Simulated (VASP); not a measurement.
# Ti (P6/mmm) in VASP: single point with LDA

Aim: the single point of Ti with LDA.

Program: VASP 6.6.1. These are calculated values, not measurements. Logs are shortened: lines on timing, memory, paths and dates and some standing lists are left out, and cuts for length are marked.

### 1 The cell of the first run

The structure is hexagonal, space group P6/mmm (No. 191). Conventional cell: a = 3.278 Å, b = 3.278 Å, c = 3.143 Å, α = 90.00°, β = 90.00°, γ = 120.00°. Ti (site symmetry 6/mmm) has 8 Ti at 3.14 to 3.28 Å within 4.1 Å.

### 2 Single point, LDA

Input file INCAR:

```
ALGO = Normal
EDIFF = 1E-6
ENCUT = 520
ISIF = 2
ISMEAR = -1
LASPH = True
LCHARG = False
LREAL = False
LWAVE = False
NBANDS = 12
NELM = 80
PREC = Accurate
SIGMA = 0.1
```

Input file KPOINTS:

```
k-points
0
Gamma
  8 8 7
```

Input file POSCAR:

```
Ti
1.0
    3.2782370000      0.0000000000      0.0000000000
   -1.6391180000      2.8390360000      0.0000000000
    0.0000000000      0.0000000000      3.1429130000
Ti
1
Direct
    0.3333333333      0.6666666667      0.0000000000
```

Potentials or basis: VASP PAW LDA potentials, release 64 (Ti_sv).

Run with:

```console
$ cat potpaw_LDA.64/Ti_sv/POTCAR > POTCAR
$ mpirun -np 1 vasp_std > vasp.out
```

OUTCAR:

```text
EDIFF = 1E-6
   ENCUT = 520
   ISIF = 2
   ISMEAR = -1
   LASPH = True
   LREAL = False
   NELM = 80
   PREC = Accurate

 ion  position               nearest neighbor table
   1  0.333  0.667  0.000-

  LATTYP: Found a hexagonal cell.
 ALAT       =     3.2782370000
 C/A-ratio  =     0.9587204952

  Lattice vectors:

 A1 = (   3.2782370000,   0.0000000000,   0.0000000000)
 A2 = (  -1.6391180000,   2.8390360000,   0.0000000000)
 A3 = (   0.0000000000,   0.0000000000,   3.1429130000)

Analysis of symmetry for initial positions (statically):
=====================================================================
 Subroutine PRICEL returns:
 Original cell was already a primitive cell.

 Routine SETGRP: Setting up the symmetry group for a
 hexagonal supercell.

 Subroutine GETGRP returns: Found 24 space group operations
 (whereof 12 operations were pure point group operations)
 out of a pool of 24 trial point group operations.

The static configuration has the point symmetry D_3h.
 The point group associated with its full space group is D_6h.

Analysis of symmetry for dynamics (positions and initial velocities):
=====================================================================
 Subroutine PRICEL returns:
 Original cell was already a primitive cell.

 Routine SETGRP: Setting up the symmetry group for a
 hexagonal supercell.

 Subroutine GETGRP returns: Found 24 space group operations
 (whereof 12 operations were pure point group operations)
 out of a pool of 24 trial point group operations.

The dynamic configuration has the point symmetry D_3h.
 The point group associated with its full space group is D_6h.

 Subroutine INISYM returns: Found 24 space group operations
 (whereof 12 operations are pure point group operations),
 and found     1 'primitive' translations

----------------------------------------------------------------------------------------

                                     Primitive cell

  volume of cell :      29.2512

  direct lattice vectors                    reciprocal lattice vectors
     3.278237000  0.000000000  0.000000000     0.305042009  0.176116065  0.000000000
    -1.639118000  2.839036000  0.000000000     0.000000000  0.352232237  0.000000000
     0.000000000  0.000000000  3.142913000     0.000000000  0.000000000  0.318176163

  length of vectors
     3.278237000  3.278236298  3.142913000     0.352232161  0.352232237  0.318176163

  position of ions in fractional coordinates (direct lattice)
     0.333333333  0.666666667  0.000000000

  ion indices of the primitive-cell ions
   primitive index   ion index
                 1           1

----------------------------------------------------------------------------------------

 KPOINTS: k-points

Automatic generation of k-mesh.
 Grid dimensions read from file:
 generate k-points for:    8    8    7

 Generating k-lattice:

  Cartesian coordinates                     Fractional coordinates (reciprocal lattice)
     0.038130251  0.022014508  0.000000000     0.125000000  0.000000000  0.000000000
     0.000000000  0.044029030  0.000000000     0.000000000  0.125000000  0.000000000
     0.000000000  0.000000000  0.045453738     0.000000000  0.000000000  0.142857143

  Length of vectors
     0.044029020  0.044029030  0.045453738

  Shift w.r.t. Gamma in fractional coordinates (k-lattice)
     0.000000000  0.000000000  0.000000000

 Subroutine IBZKPT returns following result:
 ===========================================

 Found     40 irreducible k-points:

 Following reciprocal coordinates:
            Coordinates               Weight
  0.000000  0.000000  0.000000      1.000000
  0.125000  0.000000  0.000000      6.000000
  0.250000  0.000000  0.000000      6.000000
  0.375000  0.000000  0.000000      6.000000
  0.500000  0.000000  0.000000      3.000000
  0.125000  0.125000  0.000000      6.000000
[... 16 lines left out ...]
  0.250000  0.000000  0.285714     12.000000
  0.375000  0.000000  0.285714     12.000000
 [... further k-points ...]
   k-points           NKPTS =     40   k-points in BZ     NKDIM =     40   number of bands    NBANDS=     12
   number of dos      NEDOS =    301   number of ions     NIONS =      1
   total plane-waves  NPLWV =  13824
   dimension x,y,z NGX =    24 NGY =   24 NGZ =   24
   dimension x,y,z NGXF=    48 NGYF=   48 NGZF=   48
   ions per type =               1
   NGX,Y,Z   is equivalent  to a cutoff of  12.17, 12.17, 12.69 a.u.
   NGXF,Y,Z  is equivalent  to a cutoff of  24.34, 24.34, 25.39 a.u.
 SYSTEM =  unknown system
   PREC   = accura    normal or accurate (medium, high low for compatibility)
   ISTART =      0    job   : 0-new  1-cont  2-samecut
   ICHARG =      2    charge: 1-file 2-atom 10-const
   ISPIN  =      1    spin polarized calculation?
   LNONCOLLINEAR =      F non collinear calculations
   LSORBIT =      F    spin-orbit coupling
   LASPH  =      T    aspherical Exc in radial PAW
   ENCUT  =  520.0 eV  38.22 Ry    6.18 a.u.   6.10  6.10  5.84*2*pi/ulx,y,z
   NELM   =     80;   NELMIN=  2; NELMDL= -5     # of ELM steps
   EDIFF  = 0.1E-05   stopping-criterion for ELM
   LREAL  =      F    real-space projection
   EDIFFG = 0.1E-04   stopping-criterion for IOM
   NSW    =      0    number of steps for IOM
   IBRION =     -1    ionic relax: 0-MD 1-quasi-New 2-CG
   NFREE  =      0    steps in history (QN), initial steepest desc. (CG)
   ISIF   =      2    stress and relaxation
   ISYM   =      2    0-nonsym 1-usesym 2-fastsym
   POTIM  = 0.5000    time-step for ionic-motion
   TEBEG  =    0.0;   TEEND  =   0.0 temperature during run
   PSTRESS=    0.0 pullay stress
   NELECT =      12.0000    total number of electrons
   NUPDOWN=      -1.0000    fix difference up-down
   EMIN   =  10.00;   EMAX   =-10.00  energy-range for DOS
   EFERMI =   0.00;   METHOD = LEGACY
   ISMEAR =    -1;   SIGMA  =   0.10  broadening in eV -4-tet -1-fermi 0-gaus
   EFERMI_NEDOS =   21; number of points for ismear=-14 and -15
   IALGO  =     38    algorithm
   IMIX   =      4    mixing-type and parameters
     AMIX     =   0.40;   BMIX     =  1.00
     AMIX_MAG =   1.60;   BMIX_MAG =  1.00
  volume/ion in A,a.u.               =      29.25       197.40
  Fermi-wavevector in a.u.,A,eV,Ry     =   1.216431  2.298721 20.132591  1.479704
  Thomas-Fermi vector in A             =   2.351785
   LORBIT       =      0    0 simple, 1 ext, 2 COOP (PROOUT), +10 PAW based schemes
   GGA     = CA    functional components
   LHFCALC =     F    Hartree Fock is set to
   AEXX    =    0.0000 exact exchange contribution
   IVDW    =     0    specifies the selected vdW correction
   LEPSILON=     F    determine dielectric tensor
   LRPA    =     F    only Hartree local field effects (RPA)
 non-spin polarized calculation
  energy-cutoff  :      520.00
  volume of cell :       29.25
 maximum number of plane-waves:       806
   NGX = 13   NGY = 13   NGZ = 11

 number of electron      11.9999994 magnetization

 Free energy of the ion-electron system (eV)
  ---------------------------------------------------
  ext. energy  EPLUGINS =         0.00000000
  ---------------------------------------------------
  free energy    TOTEN  =        -6.84643083 eV

  energy without entropy =       -6.74905305  energy(sigma->0) =       -6.79774194

 E-fermi :   3.4286     XC(G=0):  -9.4433

 val. band max:        3.3848597303   @ k =   0.5000   0.0000   0.1429
 cond. band min:       3.4325356535   @ k =   0.3750   0.2500   0.1429
 fundamental gap:      0.0476759232
 Fermi energy:         3.4285905233

 k-point     1 :       0.0000    0.0000    0.0000
  band No.  band energies     occupation
      1     -53.2150      2.00000
      2     -29.7291      2.00000
      3     -29.7256      2.00000
      4     -29.7256      2.00000
      5      -1.0869      2.00000
      6       2.8080      1.99597
      7       4.0744      0.00313
      8       4.0744      0.00313
      9       5.4561      0.00000
     10       5.4561      0.00000
     11      14.1370      0.00000
     12      16.3893      0.00000

 k-point     2 :       0.1250    0.0000    0.0000
  band No.  band energies     occupation
      1     -53.2124      2.00000
      2     -29.7483      2.00000
      3     -29.7311      2.00000
      4     -29.7268      2.00000
      5      -0.7642      2.00000
      6       2.8949      1.99042
      7       3.8943      0.01881
      8       4.2597      0.00049
      9       5.3055      0.00000
     10       5.4300      0.00000
     11      14.6275      0.00000
     12      14.9206      0.00000

 k-point     3 :       0.2500    0.0000    0.0000
  band No.  band energies     occupation
      1     -53.2060      2.00000
      2     -29.8025      2.00000
      3     -29.7443      2.00000
      4     -29.7210      2.00000
      5       0.1376      2.00000
      6       3.0610      1.95062
      7       3.5649      0.40749
      8       4.7523      0.00000
      9       4.9784      0.00000
     10       5.3679      0.00000
     11      11.7319      0.00000
     12      14.7751      0.00000
[... 286 lines left out ...]
 k-point    23 :       0.2500    0.0000    0.2857
  band No.  band energies     occupation
      1     -53.1964      2.00000
      2     -29.8198      2.00000
      3     -29.7926      2.00000
      4     -29.7358      2.00000
      5       1.2504      2.00000
      6       3.3702      1.28381
      7       3.9546      0.01034
      8       4.6652      0.00001
      9       4.7520      0.00000
     10       4.9112      0.00000
     11      10.1045      0.00000
     12      13.1539      0.00000

 k-point    24 :       0.3750    0.0000    0.2857
  band No.  band energies     occupation
      1     -53.1900      2.00000
      2     -29.8454      2.00000
      3     -29.8124      2.00000
      4     -29.7487      2.00000
      5       2.1032      2.00000
      6       3.0319      1.96283
      7       4.3177      0.00028
      8       4.6915      0.00001
      9       4.9789      0.00000
     10       5.4044      0.00000
     11       9.3539      0.00000
     12      12.2976      0.00000

 [... further k-points ...]
[... 5 lines left out ...]
  --------------------------------------------------------------------------------------
  -------------------------------------------------------------------------------------
  Total       -4.1216499     -4.1216484     -3.4296121     -0.0000007      0.0000000      0.0000000
  in kB     -225.7553621   -225.7552792   -187.8503367     -0.0000398      0.0000000      0.0000000
  external PRESSURE =    -213.1203260 kB  Pullay stress =       0.0000000 kB

 VOLUME and BASIS-vectors are now :
 -----------------------------------------------------------------------------
  energy-cutoff  :      520.00
  volume of cell :       29.25
      direct lattice vectors                 reciprocal lattice vectors
     3.278237000  0.000000000  0.000000000     0.305042009  0.176116065  0.000000000
    -1.639118000  2.839036000  0.000000000     0.000000000  0.352232237  0.000000000
     0.000000000  0.000000000  3.142913000     0.000000000  0.000000000  0.318176163

 POSITION                                       TOTAL-FORCE (eV/Angst)
 -----------------------------------------------------------------------------------
      0.00000      1.89269      0.00000        -0.000000      0.000000      0.000000
 -----------------------------------------------------------------------------------
    total drift:                                0.000000     -0.000000     -0.000000

  FREE ENERGIE OF THE ION-ELECTRON SYSTEM (eV)
  ---------------------------------------------------
  free  energy   TOTEN  =        -6.8464308252 eV

  energy  without entropy=       -6.7490530508  energy(sigma->0) =       -6.79774194
```

It used 5.7 s of CPU time on 1 thread of Intel(R) Xeon(R) Platinum 8259CL CPU @ 2.50GHz (Skylake/Cascade Lake) (shared host).

Results:

| Quantity | Value |
| --- | --- |
| Free energy | -6.8464 eV |
| Pressure | -21.3 GPa |
| Band gap on the k mesh | zero (band 6 reaches 3.57 eV, above the bottom of band 7 at 3.18 eV) |
